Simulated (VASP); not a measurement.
FeO (Wuestite):

```xyz
2
Lattice="0.0000 2.0587 2.0587 2.0587 0.0000 2.0587 2.0587 2.0587 0.0000" Properties=species:S:1:pos:R:3 pbc="T T T"
Fe    0.0000    0.0000    0.0000
O     2.0587    2.0587    2.0587
```

This cell differs from its parent crystal: volume scaled by 1.020.

Base run:

- Program: VASP 6.6.1
- Functional: PBE
- Potentials or basis: VASP PAW PBE potentials, release 64 (Fe, O)
- Cutoff: 520 eV
- k mesh: 14 × 14 × 14
- Occupations: gaussian, width 0.05 eV
- Spin: no spin polarisation

Its results: band gap on the k mesh zero (band 7 reaches 7.19 eV, above the bottom of band 8 at 6.14 eV); pressure -3.5 GPa.

Question: The run is repeated on the same cell with these changes: potentials or basis from VASP PAW PBE potentials, release 64 (Fe, O) to VASP PAW PBE potentials, release 64 (Fe_sv, O); cutoff from 520 eV to 600 eV; further incar settings from ALGO = Normal; EDIFF = 1e-07; NBANDS = 14 to ALGO = Normal; EDIFF = 1e-06; NBANDS = 18; valence electrons from 14 to 22. What comes out?

Answer: Band gap on the k mesh zero (band 11 reaches 11.31 eV, above the bottom of band 12 at 10.25 eV); pressure -7.0 GPa.

Caveats: the run has no spin polarisation, though such a crystal can be magnetic; semilocal functionals often make such compounds metallic where correlation or magnetic order opens a gap, which also shifts bond lengths.
